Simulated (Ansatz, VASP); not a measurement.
## Two plane-wave programs on SbTeS

```
Sb Te S
1.0
     3.81164    0.00000    0.00000
     0.00000    3.81164    0.00000
     0.00000    0.00000    6.18413
Sb Te S
1 1 1
Direct
  0.50000 0.50000 0.50000
  0.50000 0.50000 0.00000
  0.00000 0.00000 0.00000
```

Change from the starting cell: species swapped into the MgNiH type (P4/mmm, No. 123).

Alike in both runs: task relaxation of cell and atoms; functional PBE; k mesh 12 × 12 × 8; occupations gaussian, width 0.1 eV; no spin polarisation.

```csv
,VASP,Ansatz
version,VASP 6.6.1,Ansatz 0.2.0
potentials or method,"VASP PAW PBE potentials, release 64 (Sb, Te, S), cutoff 600 eV","scalar-relativistic, plane waves, PAW"
valence electrons in the cell,17,37
```

|  | VASP | Ansatz | Ansatz less VASP |
| --- | --- | --- | --- |
| gap on the k mesh at the Fermi level, each at its own relaxed structure (eV) | none | none | - |
| relaxed volume (Å³/atom) | 29.77 | 29.83 | +0.057 |
| relaxed length of the cell vector where the two differ most in proportion (Å) | 6.196 | 6.202 | +0.0061 |

A gap of «none» marks a metal or a gap that the smearing closes. VASP's potentials hold 17 valence electrons a cell and Ansatz's 37, so a difference there can come from the potentials and not from the codes.

Neither program's run includes spin-orbit coupling.
